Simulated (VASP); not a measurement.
A run of VASP 6.6.1 is set up as follows.

Contents of INCAR:

```
SYSTEM = B4Ru
ALGO = Normal
EDIFF = 1E-6
ENCUT = 520
GGA = PE
ISIF = 2
ISMEAR = 0
LASPH = .TRUE.
LCHARG = .TRUE.
LELF = .TRUE.
LREAL = .FALSE.
LVHAR = .TRUE.
LWAVE = .FALSE.
NBANDS = 21
NELM = 60
PREC = Accurate
SIGMA = 0.1
```

Contents of KPOINTS:

```
k-points
0
G
  6 6 4
  0 0 0
```

File POSCAR:

```
B4Ru
1.0
    3.1329089100      0.0000000000      0.0000000000
    0.0000000000      3.1329089100      0.0000000000
    0.0000000000      0.0000000000      5.0554684800
B Ru
4 1
Direct
    0.5000000000      0.5000000000      0.2586605000
    0.5000000000      0.5000000000      0.7413395000
    0.0000000000      0.0000000000      0.0000000000
    0.5000000000      0.5000000000      0.5000000000
    0.5000000000      0.5000000000      0.0000000000
```

Potentials or basis: VASP PAW PBE potentials, release 64 (B, Ru_pv).

Command:

```console
$ cat potpaw_PBE.64/B/POTCAR potpaw_PBE.64/Ru_pv/POTCAR > POTCAR
$ mpirun -np 1 vasp_std > vasp.out
```

Task: Estimate the largest force.

Result: 23.676 eV/Å.

Task: What does it give for the pressure?

Result: 179.0 GPa.

Task: Predict the band gap on the k mesh.

Result: Zero (band 13 reaches 6.20 eV, above the bottom of band 14 at 5.49 eV).

Stress tensor (GPa, compression positive):
```
  8.99   0.00   0.00
  0.00   8.99   0.00
  0.00   0.00 519.08
```

Caveat: forces of over 1 eV/Å act on the atoms, so gaps and moduli don't describe the material at rest.
